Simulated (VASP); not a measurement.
# Sn3Se (Immm) in VASP: a series of runs

Runs on Sn3Se. Level: PBE. Tasks: single point.

Everything below comes from runs of VASP 6.6.1. Logs are shortened: lines on timing, memory, paths and dates and some standing lists are left out, and cuts for length are marked.

## 1. The cell of the first run

It takes space group Immm (No. 71, orthorhombic). The conventional cell has a = 5.219 Å, b = 5.325 Å, c = 7.456 Å, α = 90.00°, β = 90.00°, γ = 90.00°. Within 4.2 Å of Sn (site symmetry mm2) lie 10 Sn at 3.21 to 3.73 Å and 4 Se at 3.21 to 3.25 Å. Sn (site symmetry mmm) has 8 Sn at 3.21 to 3.25 Å and 6 Se at 3.73 Å within 4.2 Å. Se (site symmetry mmm) has 14 Sn at 3.21 to 3.73 Å within 4.2 Å.

## 2. Single point, PBE (strain -0.0200 x Voigt [0, 0, 0, 1, 0, 0])

The input, INCAR:

```
SYSTEM = Sn3Se
PREC     = Accurate       ! precision mode
ENCUT    = 520            ! plane-wave cutoff, eV
EDIFF    = 1E-7           ! SCF threshold, eV
ISMEAR   = 0              ! smearing method
SIGMA    = 0.15           ! smearing width, eV
LREAL    = .FALSE.        ! projectors in reciprocal space
LASPH    = .TRUE.         ! aspherical terms in the spheres
NELM     = 60             ! most SCF steps
ALGO     = Normal         ! electronic algorithm
ISIF     = 2              ! what is computed and relaxed
LWAVE    = .FALSE.        ! write WAVECAR
LCHARG   = .FALSE.        ! write CHGCAR
GGA      = PE             ! functional
NBANDS   = 32             ! bands
```

The input, KPOINTS:

```
Automatic mesh
0
G
  12 12 12
  0 0 0
```

The input, POSCAR:

```
Sn3Se
1.0
    0.0000000000      3.6906746982      3.6906746982
    3.7279542406     -0.0372795424      3.7279542406
    3.7279542406      3.7279542406     -0.0372795424
Sn Se
3 1
Direct
    0.2500000000      0.2500000000      0.2500000000
    0.7500000000      0.7500000000      0.7500000000
    0.5000000000      0.5000000000      0.5000000000
    0.0000000000      0.0000000000      0.0000000000
```

Potentials or basis: VASP PAW PBE potentials, release 64 (Sn_d, Se).

On the command line:

```bash
$ cat potpaw_PBE.64/Sn_d/POTCAR potpaw_PBE.64/Se/POTCAR > POTCAR
$ mpirun -np 1 vasp_std > vasp.out
```

OUTCAR:

```text
SYSTEM = Sn3Se
   PREC = Accurate
   ENCUT = 520
   EDIFF = 1E-7
   ISMEAR = 0
   LREAL = .FALSE.
   LASPH = .TRUE.
   NELM = 60
   ISIF = 2
   GGA = PE

 ion  position               nearest neighbor table
   1  0.250  0.250  0.250-   4 3.21   3 3.21   4 3.21   3 3.21   3 3.25   4 3.25   3 3.25   4 3.25
                             2 3.73   2 3.73   2 3.73   2 3.73   2 3.73   2 3.73
   2  0.750  0.750  0.750-   3 3.21   3 3.21   4 3.21   4 3.21   4 3.25   3 3.25   4 3.25   3 3.25
                             1 3.73   1 3.73   1 3.73   1 3.73   1 3.73   1 3.73
   3  0.500  0.500  0.500-   1 3.21   1 3.21   2 3.21   2 3.21   2 3.25   1 3.25   2 3.25   1 3.25

   4  0.000  0.000  0.000-   2 3.21   1 3.21   2 3.21   1 3.21   1 3.25   2 3.25   1 3.25   2 3.25

  LATTYP: Found a body centered orthorhombic cell.
 ALAT       =     5.2194022125
 B/A-ratio  =     1.0202020202
 C/A-ratio  =     1.4284985478

  Lattice vectors:

 A1 = (  -3.7279542406,   0.0372795424,  -3.7279542406)
 A2 = (  -3.7279542406,  -0.0372795424,   3.7279542406)
 A3 = (   3.7279542406,   3.7279542406,  -0.0372795424)

Analysis of symmetry for initial positions (statically):
=====================================================================
 Subroutine PRICEL returns:
 Original cell was already a primitive cell.

 Routine SETGRP: Setting up the symmetry group for a
 body centered orthorhombic supercell.

 Subroutine GETGRP returns: Found  8 space group operations
 (whereof  8 operations were pure point group operations)
 out of a pool of  8 trial point group operations.

The static configuration has the point symmetry D_2h.

Analysis of symmetry for dynamics (positions and initial velocities):
=====================================================================
 Subroutine PRICEL returns:
 Original cell was already a primitive cell.

 Routine SETGRP: Setting up the symmetry group for a
 body centered orthorhombic supercell.

 Subroutine GETGRP returns: Found  8 space group operations
 (whereof  8 operations were pure point group operations)
 out of a pool of  8 trial point group operations.

The dynamic configuration has the point symmetry D_2h.

 Subroutine INISYM returns: Found  8 space group operations
 (whereof  8 operations are pure point group operations),
 and found     1 'primitive' translations

----------------------------------------------------------------------------------------

                                     Primitive cell

  volume of cell :     103.6092
[... 93 lines left out ...]
   EDIFF  = 0.1E-06   stopping-criterion for ELM
   LREAL  =      F    real-space projection
   EDIFFG = 0.1E-05   stopping-criterion for IOM
   NSW    =      0    number of steps for IOM
   IBRION =     -1    ionic relax: 0-MD 1-quasi-New 2-CG
   NFREE  =      0    steps in history (QN), initial steepest desc. (CG)
   ISIF   =      2    stress and relaxation
   ISYM   =      2    0-nonsym 1-usesym 2-fastsym
   POTIM  = 0.5000    time-step for ionic-motion
   TEBEG  =    0.0;   TEEND  =   0.0 temperature during run
   PSTRESS=    0.0 pullay stress
   NELECT =      48.0000    total number of electrons
   NUPDOWN=      -1.0000    fix difference up-down
   EMIN   =  10.00;   EMAX   =-10.00  energy-range for DOS
   EFERMI =   0.00;   METHOD = LEGACY
   ISMEAR =     0;   SIGMA  =   0.15  broadening in eV -4-tet -1-fermi 0-gaus
   EFERMI_NEDOS =   21; number of points for ismear=-14 and -15
   IALGO  =     38    algorithm
   IMIX   =      4    mixing-type and parameters
     AMIX     =   0.40;   BMIX     =  1.00
     AMIX_MAG =   1.60;   BMIX_MAG =  1.00
  volume/ion in A,a.u.               =      25.90       174.80
  Fermi-wavevector in a.u.,A,eV,Ry     =   1.266745  2.393801 21.832487  1.604643
  Thomas-Fermi vector in A             =   2.399929
   LORBIT       =      0    0 simple, 1 ext, 2 COOP (PROOUT), +10 PAW based schemes
   GGA     = PE    functional components
   LHFCALC =     F    Hartree Fock is set to
   AEXX    =    0.0000 exact exchange contribution
   IVDW    =     0    specifies the selected vdW correction
   LEPSILON=     F    determine dielectric tensor
   LRPA    =     F    only Hartree local field effects (RPA)
 non-spin polarized calculation
 Gauss-broadening in eV      SIGMA  =   0.15
  energy-cutoff  :      520.00
  volume of cell :      103.61
 maximum number of plane-waves:      2820
   NGX = 19   NGY = 19   NGZ = 19

 number of electron      48.0000018 magnetization

 Free energy of the ion-electron system (eV)
  ---------------------------------------------------
  ext. energy  EPLUGINS =         0.00000000
  ---------------------------------------------------
  free energy    TOTEN  =       -14.90437809 eV

  energy without entropy =      -14.87505518  energy(sigma->0) =      -14.88971664

 E-fermi :   7.2505     XC(G=0): -10.3114

 val. band max:        7.2465003819   @ k =  -0.0833   0.3333   0.3333
 cond. band min:       7.2506314857   @ k =  -0.0833   0.4167   0.4167
 fundamental gap:      0.0041311038
 Fermi energy:         7.2504814005

 k-point     1 :       0.0000    0.0000    0.0000
  band No.  band energies     occupation
      1     -14.3309      2.00000
      2     -14.3308      2.00000
      3     -14.2971      2.00000
      4     -14.2966      2.00000
      5     -14.2959      2.00000
      6     -14.2941      2.00000
[... 829 lines left out ...]
     31      12.7215      0.00000
     32      12.8136      0.00000

 [... further k-points ...]

------------------------ aborting loop because EDIFF is reached ----------------------------------------

  FORCE on cell =-STRESS in cart. coord.  units (eV):
  Direction    XX          YY          ZZ          XY          YZ          ZX
  --------------------------------------------------------------------------------------
  -------------------------------------------------------------------------------------
  Total        0.0933585      0.0727401      0.0727401      0.0000000      0.1357843      0.0000000
  in kB        1.4436634      1.1248288      1.1248288      0.0000000      2.0997227      0.0000000
  external PRESSURE =       1.2311070 kB  Pullay stress =       0.0000000 kB

 VOLUME and BASIS-vectors are now :
 -----------------------------------------------------------------------------
  energy-cutoff  :      520.00
  volume of cell :      103.61
      direct lattice vectors                 reciprocal lattice vectors
     0.000000000  3.690674698  3.690674698    -0.134121818  0.135476584  0.135476584
     3.727954241 -0.037279542  3.727954241     0.134121818 -0.132793879  0.132793879
     3.727954241  3.727954241 -0.037279542     0.134121818  0.132793879 -0.132793879

 POSITION                                       TOTAL-FORCE (eV/Angst)
 -----------------------------------------------------------------------------------
      1.86398      1.84534      1.84534        -0.045992     -0.000000     -0.000000
      5.59193      5.53601      5.53601         0.045992      0.000000      0.000000
      3.72795      3.69067      3.69067         0.000000     -0.000000     -0.000000
      0.00000      0.00000      0.00000         0.000000     -0.000000     -0.000000
 -----------------------------------------------------------------------------------
    total drift:                               -0.000000     -0.000000      0.000000

  FREE ENERGIE OF THE ION-ELECTRON SYSTEM (eV)
  ---------------------------------------------------
  free  energy   TOTEN  =       -14.9043780866 eV

  energy  without entropy=      -14.8750551837  energy(sigma->0) =      -14.88971664
```

It took 15 min on 1 thread of Intel Xeon 6975P-C (Granite Rapids), shared host; peak memory 0.81 GiB.

Results:

- Free energy: -14.9044 eV
- Pressure: 0.1 GPa
- Largest force: 0.046 eV/Å
- Band gap on the k mesh: zero (bands 24 and 25 overlap by 2.09 eV)

Forces on the atoms (eV/Å):
```
Sn  -0.046  0.000  0.000
Sn   0.046  0.000  0.000
Sn   0.000  0.000  0.000
Se   0.000  0.000  0.000
```

Stress tensor (GPa, compression positive):
```
0.14 0.00 0.00
0.00 0.11 0.21
0.00 0.21 0.11
```

Levels at points of the mesh, in eV from the Fermi level:
| k point | band 22 | band 23 | band 24 | band 25 | band 26 | band 27 |
| --- | --- | --- | --- | --- | --- | --- |
| (0.00, 0.00, 0.00) | -2.85 | -1.33 | -1.27 | -1.23 | -0.60 | -0.54 |
| (0.50, 0.00, 0.00) | -2.18 | -2.16 | -0.86 | 0.36 | 2.08 | 2.22 |
| (0.00, 0.50, 0.00) | -2.13 | -2.11 | -0.84 | 0.40 | 2.04 | 2.17 |
| (0.50, 0.50, 0.00) | -0.33 | 0.47 | 0.48 | 1.01 | 2.78 | 2.78 |
| (0.00, 0.50, 0.50) | -0.32 | 0.43 | 0.50 | 1.02 | 2.71 | 2.85 |

Caveat: the cell differs from its parent crystal (strain -0.0200 x Voigt [0, 0, 0, 1, 0, 0]); spin-orbit coupling is left out, which moves the levels of the heavy elements.

## 3. Single point, PBE (strain +0.0150 x Voigt [0, 0, 0, 1, 0, 0])

The input, INCAR:

```
SYSTEM = Sn3Se
PREC = Accurate
ENCUT = 520
EDIFF = 1E-7
ISMEAR = 0
SIGMA = 0.15
LREAL = .False.
LASPH = .True.
NELM = 60
ALGO = Normal
ISIF = 2
LWAVE = .False.
LCHARG = .False.
GGA = PE
NBANDS = 32
```

The input, KPOINTS:

```
Automatic mesh
0
Gamma
  12 12 12
  0 0 0
```

The input, POSCAR:

```
Sn3Se
1.0
    0.0000000000      3.7559138974      3.7559138974
    3.7279542406      0.0279596568      3.7279542406
    3.7279542406      3.7279542406      0.0279596568
Sn Se
3 1
Direct
    0.2500000000      0.2500000000      0.2500000000
    0.7500000000      0.7500000000      0.7500000000
    0.5000000000      0.5000000000      0.5000000000
    0.0000000000      0.0000000000      0.0000000000
```

Potentials or basis: VASP PAW PBE potentials, release 64 (Sn_d, Se).

On the command line:

```bash
$ cat potpaw_PBE.64/Sn_d/POTCAR potpaw_PBE.64/Se/POTCAR > POTCAR
$ mpirun -np 1 vasp_std > vasp.out
```

OUTCAR:

```text
SYSTEM = Sn3Se
   PREC = Accurate
   ENCUT = 520
   EDIFF = 1E-7
   ISMEAR = 0
   LREAL = .False.
   LASPH = .True.
   NELM = 60
   ISIF = 2
   GGA = PE

 ion  position               nearest neighbor table
   1  0.250  0.250  0.250-   4 3.21   4 3.21   3 3.21   3 3.21   3 3.24   4 3.24   4 3.24   3 3.24
                             2 3.73   2 3.73   2 3.73   2 3.73   2 3.73   2 3.73
   2  0.750  0.750  0.750-   3 3.21   3 3.21   4 3.21   4 3.21   3 3.24   4 3.24   3 3.24   4 3.24
                             1 3.73   1 3.73   1 3.73   1 3.73   1 3.73   1 3.73
   3  0.500  0.500  0.500-   1 3.21   1 3.21   2 3.21   2 3.21   1 3.24   2 3.24   1 3.24   2 3.24

   4  0.000  0.000  0.000-   2 3.21   2 3.21   1 3.21   1 3.21   1 3.24   2 3.24   2 3.24   1 3.24

  LATTYP: Found a body centered orthorhombic cell.
 ALAT       =     5.2325825211
 B/A-ratio  =     1.0151133501
 C/A-ratio  =     1.4249003147

  Lattice vectors:

 A1 = (  -3.7279542406,   3.7279542406,   0.0279596568)
 A2 = (  -3.7279542406,  -3.7279542406,  -0.0279596568)
 A3 = (   3.7279542406,   0.0279596568,   3.7279542406)

Analysis of symmetry for initial positions (statically):
=====================================================================
 Subroutine PRICEL returns:
 Original cell was already a primitive cell.

 Routine SETGRP: Setting up the symmetry group for a
 body centered orthorhombic supercell.

 Subroutine GETGRP returns: Found  8 space group operations
 (whereof  8 operations were pure point group operations)
 out of a pool of  8 trial point group operations.

The static configuration has the point symmetry D_2h.

Analysis of symmetry for dynamics (positions and initial velocities):
=====================================================================
 Subroutine PRICEL returns:
 Original cell was already a primitive cell.

 Routine SETGRP: Setting up the symmetry group for a
 body centered orthorhombic supercell.

 Subroutine GETGRP returns: Found  8 space group operations
 (whereof  8 operations were pure point group operations)
 out of a pool of  8 trial point group operations.
[... 126 lines left out ...]
  volume/ion in A,a.u.               =      25.90       174.80
  Fermi-wavevector in a.u.,A,eV,Ry     =   1.266726  2.393766 21.831850  1.604596
  Thomas-Fermi vector in A             =   2.399912
   LORBIT       =      0    0 simple, 1 ext, 2 COOP (PROOUT), +10 PAW based schemes
   GGA     = PE    functional components
   LHFCALC =     F    Hartree Fock is set to
   AEXX    =    0.0000 exact exchange contribution
   IVDW    =     0    specifies the selected vdW correction
   LEPSILON=     F    determine dielectric tensor
   LRPA    =     F    only Hartree local field effects (RPA)
 non-spin polarized calculation
 Gauss-broadening in eV      SIGMA  =   0.15
  energy-cutoff  :      520.00
  volume of cell :      103.61
 maximum number of plane-waves:      2812
   NGX = 19   NGY = 19   NGZ = 19

 number of electron      48.0000021 magnetization

 Free energy of the ion-electron system (eV)
  ---------------------------------------------------
  ext. energy  EPLUGINS =         0.00000000
  ---------------------------------------------------
  free energy    TOTEN  =       -14.90497459 eV

  energy without entropy =      -14.87537684  energy(sigma->0) =      -14.89017571

 E-fermi :   7.2492     XC(G=0): -10.3113

 val. band max:        7.2481965957   @ k =   0.5000   0.4167   0.0000
 cond. band min:       7.2550254685   @ k =  -0.0833   0.2500  -0.0000
 fundamental gap:      0.0068288728
 Fermi energy:         7.2492405991

 k-point     1 :       0.0000    0.0000    0.0000
  band No.  band energies     occupation
      1     -14.3314      2.00000
      2     -14.3313      2.00000
      3     -14.2975      2.00000
      4     -14.2971      2.00000
      5     -14.2966      2.00000
      6     -14.2934      2.00000
[... 829 lines left out ...]
     31      12.7261      0.00000
     32      12.9226      0.00000

 [... further k-points ...]

------------------------ aborting loop because EDIFF is reached ----------------------------------------

  FORCE on cell =-STRESS in cart. coord.  units (eV):
  Direction    XX          YY          ZZ          XY          YZ          ZX
  --------------------------------------------------------------------------------------
  -------------------------------------------------------------------------------------
  Total        0.0819165      0.0701748      0.0701748      0.0000000     -0.1003459      0.0000000
  in kB        1.2666736      1.0851123      1.0851123      0.0000000     -1.5516478      0.0000000
  external PRESSURE =       1.1456327 kB  Pullay stress =       0.0000000 kB

 VOLUME and BASIS-vectors are now :
 -----------------------------------------------------------------------------
  energy-cutoff  :      520.00
  volume of cell :      103.61
      direct lattice vectors                 reciprocal lattice vectors
     0.000000000  3.755913897  3.755913897    -0.134121818  0.133123393  0.133123393
     3.727954241  0.027959657  3.727954241     0.134121818 -0.135135333  0.135135333
     3.727954241  3.727954241  0.027959657     0.134121818  0.135135333 -0.135135333

 POSITION                                       TOTAL-FORCE (eV/Angst)
 -----------------------------------------------------------------------------------
      1.86398      1.87796      1.87796         0.034532     -0.000000     -0.000000
      5.59193      5.63387      5.63387        -0.034532      0.000000      0.000000
      3.72795      3.75591      3.75591         0.000000     -0.000000     -0.000000
      0.00000      0.00000      0.00000        -0.000000      0.000000     -0.000000
 -----------------------------------------------------------------------------------
    total drift:                               -0.000000     -0.000000      0.000000

  FREE ENERGIE OF THE ION-ELECTRON SYSTEM (eV)
  ---------------------------------------------------
  free  energy   TOTEN  =       -14.9049745909 eV

  energy  without entropy=      -14.8753768374  energy(sigma->0) =      -14.89017571
```

OSZICAR:

```text
N       E                     dE             d eps       ncg     rms          rms(c)
DAV:   1     0.449914734922E+03    0.44991E+03   -0.23877E+04 18568   0.222E+03
DAV:   2     0.439849389370E+02   -0.40593E+03   -0.39303E+03 17976   0.553E+02
DAV:   3    -0.124923273530E+02   -0.56477E+02   -0.54705E+02 22056   0.174E+02
DAV:   4    -0.150240336758E+02   -0.25317E+01   -0.25246E+01 19552   0.393E+01
DAV:   5    -0.151001003061E+02   -0.76067E-01   -0.76062E-01 24776   0.723E+00    0.353E+00
DAV:   6    -0.149088636500E+02    0.19124E+00   -0.35605E-01 23728   0.679E+00    0.210E+00
DAV:   7    -0.149071368759E+02    0.17268E-02   -0.10691E-01 21120   0.244E+00    0.107E+00
DAV:   8    -0.149052123783E+02    0.19245E-02   -0.15126E-02 20600   0.792E-01    0.177E-01
DAV:   9    -0.149049370284E+02    0.27535E-03   -0.14732E-03 21224   0.253E-01    0.603E-02
DAV:  10    -0.149049753616E+02   -0.38333E-04   -0.28550E-04 20816   0.196E-01    0.195E-02
DAV:  11    -0.149049752018E+02    0.15978E-06   -0.34772E-05 24184   0.889E-02    0.837E-03
DAV:  12    -0.149049745006E+02    0.70127E-06   -0.63896E-06 26360   0.193E-02    0.229E-03
DAV:  13    -0.149049745909E+02   -0.90353E-07   -0.68414E-07 21192   0.192E-02
   1 F= -.14904975E+02 E0= -.14890176E+02  d E =-.295978E-01
```

It took 10 min on 1 thread of Intel Xeon 6975P-C (Granite Rapids), shared host; peak memory 0.81 GiB.

Results:

- Free energy: -14.9050 eV
- Pressure: 0.1 GPa
- Largest force: 0.035 eV/Å
- Band gap on the k mesh: zero (bands 24 and 25 overlap by 2.11 eV)

Forces on the atoms (eV/Å):
```
Sn   0.035  0.000  0.000
Sn  -0.035  0.000  0.000
Sn   0.000  0.000  0.000
Se   0.000  0.000  0.000
```

Stress tensor (GPa, compression positive):
```
 0.13  0.00  0.00
 0.00  0.11 -0.16
 0.00 -0.16  0.11
```

Levels at points of the mesh, in eV from the Fermi level:
| k point | band 20 | band 21 | band 22 | band 23 | band 24 | band 25 | band 26 | band 27 | band 28 | band 29 |
| --- | --- | --- | --- | --- | --- | --- | --- | --- | --- | --- |
| (0.00, 0.00, 0.00) | -2.86 | -2.86 | -2.84 | -1.32 | -1.28 | -1.24 | -0.58 | -0.54 | -0.50 | 4.11 |
| (0.50, 0.00, 0.00) | -3.37 | -3.33 | -2.14 | -2.12 | -0.84 | 0.40 | 2.06 | 2.16 | 3.46 | 3.56 |
| (0.00, 0.50, 0.00) | -3.38 | -3.35 | -2.17 | -2.16 | -0.85 | 0.37 | 2.09 | 2.20 | 3.51 | 3.63 |
| (0.50, 0.50, 0.00) | -4.81 | -4.81 | -0.32 | 0.47 | 0.47 | 1.01 | 2.78 | 2.78 | 3.27 | 4.13 |
| (0.00, 0.50, 0.50) | -4.83 | -4.79 | -0.32 | 0.44 | 0.50 | 1.02 | 2.73 | 2.84 | 3.27 | 4.15 |

Caveat: the cell differs from its parent crystal (strain +0.0150 x Voigt [0, 0, 0, 1, 0, 0]); spin-orbit coupling is left out, which moves the levels of the heavy elements.
